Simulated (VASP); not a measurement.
Set up this calculation in VASP 6.6.1, as the native input.

- Task: single point
- Functional: PBE
- Potentials or basis: VASP PAW PBE potentials, release 64 (Si, O)
- Cutoff: 520 eV
- k mesh: 7 × 7 × 7
- Occupations: fermi-dirac, width 0.03 eV
- Spin: no spin polarisation
- Dipole correction: no
- Further INCAR settings: ALGO = Normal; EDIFF = 1e-07; NBANDS = 25

The structure of SiO2 lies in POSCAR:

```
SiO2
1.0
   -2.3740500000      2.3740500000      3.8563200000
    2.3740500000     -2.3740500000      3.8563200000
    2.3740500000      2.3740500000     -3.8563200000
Si O
2 4
Direct
    0.0000000000      0.0000000000      0.0000000000
    0.7500000000      0.2500000000      0.5000000000
    0.9983800000      0.6250000000      0.8733800000
    0.3750000000      0.2483800000      0.3733800000
    0.7516200000      0.1250000000      0.1266200000
    0.8750000000      0.0016200000      0.6266200000
```

This cell differs from its parent crystal: zz strain of +3 %.

The input as run:

INCAR

```
SYSTEM = SiO2
  PREC = Accurate
  ENCUT = 520
  EDIFF = 1E-7
  ISMEAR = -1
  SIGMA = 0.03
  LREAL = .FALSE.
  LASPH = .TRUE.
  NELM = 60
  ALGO = Normal
  ISIF = 2
  LWAVE = .FALSE.
  LCHARG = .TRUE.
  GGA = PE
  LELF = .TRUE.
  LVHAR = .TRUE.
  NBANDS = 25
```

KPOINTS

```
Automatic mesh
0
G
  7 7 7
  0 0 0
```

Potentials or basis: VASP PAW PBE potentials, release 64 (Si, O).

Run with:

```console
$ cat potpaw_PBE.64/Si/POTCAR potpaw_PBE.64/O/POTCAR > POTCAR
$ mpirun -np 1 vasp_std > vasp.out
```

It gave:

```yaml
Pressure: -1.4 GPa
Largest_force: 0.195 eV/Å
Band_gap_on_the_k_mesh: 5.77 eV, direct
```

Caveat: the cell differs from its parent crystal (zz strain of +3 %).

It took 40 s on 1 thread of Intel(R) Xeon(R) 6975P-C (Granite Rapids), on a shared host, peak memory 0.26 GiB.
